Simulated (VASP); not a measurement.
**Si2Ni: single point with PBEsol+U**

Si2Ni:

```
Ni Si
1.0
     0.00000    2.70300    2.70300
     2.70300    0.00000    2.70300
     2.70300    2.70300    0.00000
Ni Si
1 2
Direct
  0.00000 0.00000 0.00000
  0.75000 0.75000 0.75000
  0.25000 0.25000 0.25000
```

```
Program             : VASP 6.6.1
Task                : single point
Functional          : PBEsol
Potentials or basis : VASP PAW PBE potentials, release 64 (Ni, Si)
Cutoff              : 520 eV
k mesh              : 9 × 9 × 9
Occupations         : fermi-dirac, width 0.05 eV
Spin                : collinear spin, ferromagnetic start
Starting moments    : [1.0, 0.0, 0.0] μB
Hubbard terms       : Ni d U = 3.0 eV
```

| Quantity | Value |
| --- | --- |
| Pressure | -3.5 GPa |
| Band gap on the k mesh | zero (filled and empty bands overlap) |
| Net moment | 0.00 μB per cell |
| Valence electrons inside the program's atomic spheres | Ni 9.94; Si 1.58 |

Levels at points of the mesh, in eV from the Fermi level:
Spin up:
```
           k point  band 7  band 8  band 9  band 10  band 11  band 12
(0.00, 0.00, 0.00)   -0.19    1.67    1.67     1.67     2.46     2.46
```
Spin down:
| k point | band 6 | band 7 | band 8 | band 9 | band 10 | band 11 | band 12 | band 13 |
| --- | --- | --- | --- | --- | --- | --- | --- | --- |
| (0.00, 0.00, 0.00) | -3.89 | -0.19 | 1.67 | 1.67 | 1.67 | 2.46 | 2.46 | 2.46 |

Eigenvalues of the final occupation matrices:
```tsv
site	spin	trace	eigenvalues
site 1 d	1	4.33	0.84 0.84 0.84 0.90 0.90
site 1 d	2	4.33	0.84 0.84 0.84 0.90 0.90
```

Run time: 100 s on 1 thread of Intel Xeon 8259CL, on a shared host, peak memory 0.19 GiB.

Caveat: the cell stands under tension; the moments typed at the start vanished in this run; the PAW data sets were made with another functional, which shifts forces and pressure a little; the U is typed as a test and isn't derived for this compound. The state reached can hang on the start; a lower one may exist.
